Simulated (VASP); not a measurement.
A run of VASP 6.6.1 is set up as follows.

The input INCAR:

```
SYSTEM = Ge
ALGO     = Normal         ! electronic algorithm
EDIFF    = 1E-7           ! SCF threshold, eV
ENCUT    = 520            ! plane-wave cutoff, eV
GGA      = PS             ! functional
GGA_COMPAT= .FALSE.      
ISIF     = 2              ! what is computed and relaxed
ISMEAR   = -1             ! smearing method
LASPH    = .TRUE.         ! aspherical terms in the spheres
LCHARG   = .FALSE.        ! write CHGCAR
LORBIT   = 11             ! projections on sites
LORBMOM  = .TRUE.       
LREAL    = .FALSE.        ! projectors in reciprocal space
LSORBIT  = .TRUE.         ! spin-orbit coupling
LWAVE    = .FALSE.        ! write WAVECAR
MAGMOM   = 0 0 0 0 0 0    ! initial moments
NBANDS   = 40             ! bands
NELM     = 150            ! most SCF steps
PREC     = Accurate       ! precision mode
SIGMA    = 0.05           ! smearing width, eV
```

File KPOINTS:

```
k-points
0
G
  8 8 8
  0 0 0
```

Contents of POSCAR:

```
Ge
1.0
    0.0000000000      2.7711609388      2.7711609388
    2.7711609388      0.0000000000      2.7711609388
    2.7711609388      2.7711609388      0.0000000000
Ge
2
Direct
    0.7500000000      0.7500000000      0.7500000000
    0.5000000000      0.5000000000      0.5000000000
```

Potentials or basis: VASP PAW PBE potentials, release 64 (Ge_d).

Launch:

```sh
$ cat potpaw_PBE.64/Ge_d/POTCAR > POTCAR
$ mpirun -np 1 vasp_ncl > vasp.out
```

(1) Predict the net moment.

(2) What does it give for the pressure?

## Answers

(1) 0.00 μB per cell.

(2) 5.5 GPa.

Caveat: the cell stands under pressure; the PAW data sets were made with another functional, which shifts forces and pressure a little.
